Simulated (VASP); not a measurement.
A run of VASP 6.6.1:

Contents of INCAR:

```
SYSTEM = SnO2
PREC = Accurate
ENCUT = 520
EDIFF = 1E-6
ISMEAR = 0
SIGMA = 0.05
LREAL = .FALSE.
LASPH = .TRUE.
NELM = 80
ALGO = Normal
ISIF = 2
LWAVE = .FALSE.
LCHARG = .FALSE.
GGA = PS
NBANDS = 64
```

The input KPOINTS:

```
regular mesh
0
G
  6 6 6
  0 0 0
```

File POSCAR:

```
SnO2
1.0
    3.2515857340      1.8773038989      3.9602146516
   -3.2515857340      1.8773038989      3.9602146516
    0.0000000000     -3.7546077976      3.9602146517
Sn O
4 8
Direct
    0.8646807174      0.8646807174      0.8646807174
    0.3648245829      0.3648245829      0.8648190111
    0.3648245829      0.8648190111      0.3648245829
    0.8648190111      0.3648245829      0.3648245829
    0.1235003534      0.6233501671      0.6233501671
    0.6233501671      0.1235003534      0.6233501671
    0.6233501671      0.6233501671      0.1235003534
    0.6062113146      0.6062113146      0.6062113146
    0.1234715296      0.1234715296      0.1234715296
    0.1060883083      0.1060883083      0.6062369573
    0.1060883083      0.6062369573      0.1060883083
    0.6062369573      0.1060883083      0.1060883083
```

Potentials or basis: VASP PAW PBE potentials, release 64 (Sn_d, O).

Command:

```bash
$ cat potpaw_PBE.64/Sn_d/POTCAR potpaw_PBE.64/O/POTCAR > POTCAR
$ mpirun -np 1 vasp_std > vasp.out
```

Hardware: 1 thread of Intel(R) Xeon(R) Platinum 8259CL CPU @ 2.50GHz (Skylake/Cascade Lake), on a shared host.

Estimate the wall time of this run.

Run time: 4.5 min on 1 thread of Intel(R) Xeon(R) Platinum 8259CL CPU @ 2.50GHz (Skylake/Cascade Lake), with other jobs on the host, peak memory 0.38 GiB. Counts: scf iterations 14, k points 32.
